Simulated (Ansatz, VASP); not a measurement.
**SnO2 in VASP and in Ansatz**

Contents of INCAR:

```
SYSTEM = SnO2
PREC = Accurate
ENCUT = 520
EDIFF = 1E-7
ISMEAR = 0
SIGMA = 0.05
LREAL = .FALSE.
LASPH = .TRUE.
NELM = 100
ALGO = Normal
ISIF = 2
LWAVE = .FALSE.
LCHARG = .TRUE.
GGA = PS
LELF = .TRUE.
LVHAR = .TRUE.
NBANDS = 35
```

KPOINTS

```
regular mesh
0
G
  6 6 8
  0 0 0
```

Contents of POSCAR:

```
SnO2
1.0
    4.8879424508      0.0000000000      0.0000000000
    0.0000000000      4.8879424508      0.0000000000
    0.0000000000      0.0000000000      3.2916534163
Sn O
2 4
Direct
    0.0000000000      0.0000000000      0.0000000000
    0.5000000000      0.5000000000      0.5000000000
    0.2767458494      0.3358502854      0.0000000000
    0.2232541506      0.8358502854      0.5000000000
    0.7232541506      0.6641497146      0.0000000000
    0.7767458494      0.1641497146      0.5000000000
```

Input for Ansatz:

```yaml
crystal:
  lattice:
    - [4.8879424508, 0.0, 0.0]
    - [0.0, 4.8879424508, 0.0]
    - [0.0, 0.0, 3.2916534163]
  atoms:
    - { symbol: Sn, position: [0.0, 0.0, 0.0] }
    - { symbol: Sn, position: [0.5, 0.5, 0.5] }
    - { symbol: O, position: [0.2767458494, 0.3358502854, 0.0] }
    - { symbol: O, position: [0.2232541506, 0.8358502854, 0.5] }
    - { symbol: O, position: [0.7232541506, 0.6641497146, 0.0] }
    - { symbol: O, position: [0.7767458494, 0.1641497146, 0.5] }
basis:
  ecutwfc: 520.0
kpoints:
  mp_grid: { grid: [6, 6, 8] }
hamiltonian:
  xc: pbesol
  pseudopotentials: { kind: paw, azcp: { folder: soft_1 } }
scf:
  occupations: { method: gaussian, width: 0.05 }
output:
  forces: true
  stress: true
  eigenvalues: true
```

Change from the starting cell: mode 4 frozen in at -0.199 Å, equal normal strain along x, y and z +0.0250.

Alike in both runs: task single point; functional PBEsol; k mesh 6 × 6 × 8; occupations gaussian, width 0.05 eV; no spin polarisation.

|  | VASP | Ansatz |
| --- | --- | --- |
| version | VASP 6.6.1 | Ansatz 0.2.0 |
| potentials or method | VASP PAW PBE potentials, release 64 (Sn_d, O), cutoff 520 eV | scalar-relativistic, plane waves, PAW |
| valence electrons in the cell | 52 | 52 |

|  | VASP | Ansatz | Ansatz less VASP |
| --- | --- | --- | --- |
| gap on the k mesh at the Fermi level (eV) | 0.60 | 0.61 | +0.008 |
| least direct gap on the mesh (eV) | 0.80 | 0.81 | +0.006 |
| pressure (GPa) | -13.0 | -13.5 | -0.50 |
| traceless stress, the component that is largest in VASP (GPa) | 2.22 | 2.33 | +0.114 |
| rms of the force components (eV/Å) | 0.194 | 0.201 | +0.0072 |

VASP's potentials were made for PBE, not for PBEsol, and Ansatz warns of the same on its side. Atom by atom the forces differ by 0.008 eV/Å (rms over components).
